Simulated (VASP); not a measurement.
A run of VASP 6.6.1:

File POSCAR:

```
Ir
1.0
    0.0000000000      1.4679874713      1.4679874713
    1.4679874713      0.0000000000      1.4679874713
    1.4679874713      1.4679874713      0.0000000000
Ir
1
Direct
    0.0000000000      0.0000000000      0.0000000000
```

Contents of INCAR.step1:

```
SYSTEM = Ir
  PREC = Accurate
  ENCUT = 520
  EDIFF = 1E-7
  ISMEAR = -1
  SIGMA = 0.08
  LREAL = .False.
  LASPH = .True.
  NELM = 60
  ALGO = Normal
  ISIF = 2
  LWAVE = .False.
  LCHARG = .True.
  LMAXMIX = 4
  GGA = PS
  NBANDS = 10
```

The input KPOINTS.step1:

```
regular mesh
0
Gamma
  19 19 19
  0 0 0
```

INCAR.step2

```
SYSTEM = Ir
  PREC = Accurate
  ENCUT = 520
  EDIFF = 1E-7
  ISMEAR = -5
  SIGMA = 0.08
  LREAL = .False.
  LASPH = .True.
  NELM = 60
  ALGO = Normal
  ISIF = 2
  LWAVE = .False.
  LCHARG = .False.
  LMAXMIX = 4
  GGA = PS
  LORBIT = 11
  NEDOS = 2001
  ICHARG = 11
```

The input KPOINTS.step2:

```
regular mesh
0
Gamma
  29 29 29
  0 0 0
```

Potentials or basis: VASP PAW PBE potentials, release 64 (Ir).

Command:

```sh
$ cat potpaw_PBE.64/Ir/POTCAR > POTCAR
$ cp INCAR.step1 INCAR
$ cp KPOINTS.step1 KPOINTS
$ mpirun -np 1 vasp_std > vasp.out
$ cp INCAR.step2 INCAR
$ cp KPOINTS.step2 KPOINTS
$ mpirun -np 1 vasp_std > vasp.out
```

Hardware: 1 thread of Intel Xeon 8259CL, with other jobs on the host.

**Question.** Estimate the wall time of this run.

**Answer.** Run time: 32 s on 1 thread of Intel Xeon 8259CL, with other jobs on the host, peak memory 0.15 GiB. Counts: k points 680.
